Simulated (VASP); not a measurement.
InBAs2, 4 atoms in the cell. Symmetry: P-4m2, No. 115, tetragonal system. Conventional cell: a = 3.859 Å, b = 3.859 Å, c = 5.938 Å, α = 90.00°, β = 90.00°, γ = 90.00°. Within 3.0 Å of B (site symmetry -4m2) lie 4 As at 2.24 Å. As (site symmetry 2mm) has 2 B at 2.24 Å and 2 In at 2.66 Å within 3.0 Å. In (site symmetry -4m2) has 4 As at 2.66 Å within 3.5 Å. 

- Program: VASP 6.6.1
- Task: single point
- Functional: PBE
- Potentials or basis: VASP PAW PBE potentials, release 64 (B, As, In_d)
- Cutoff: 520 eV
- k mesh: 6 × 6 × 4
- Occupations: fermi-dirac, width 0.02 eV
- Spin: no spin polarisation
- Dipole correction: no
- Further INCAR settings: ALGO = Normal; EDIFF = 1e-07; NBANDS = 21

Potentials or basis: VASP PAW PBE potentials, release 64 (B, As, In_d).

The run is started by

```console
$ cat potpaw_PBE.64/B/POTCAR potpaw_PBE.64/As/POTCAR potpaw_PBE.64/In_d/POTCAR > POTCAR
$ mpirun -np 1 vasp_std > vasp.out
```

Hardware: 1 thread of Intel(R) Xeon(R) Platinum 8259CL CPU @ 2.50GHz (Skylake/Cascade Lake), with other jobs on the host.

Q: How long does it take, and how much memory?

A: Run time: 93 s on 1 thread of Intel(R) Xeon(R) Platinum 8259CL CPU @ 2.50GHz (Skylake/Cascade Lake), on a shared host, peak memory 0.23 GiB. Counts: scf iterations 15, k points 30.
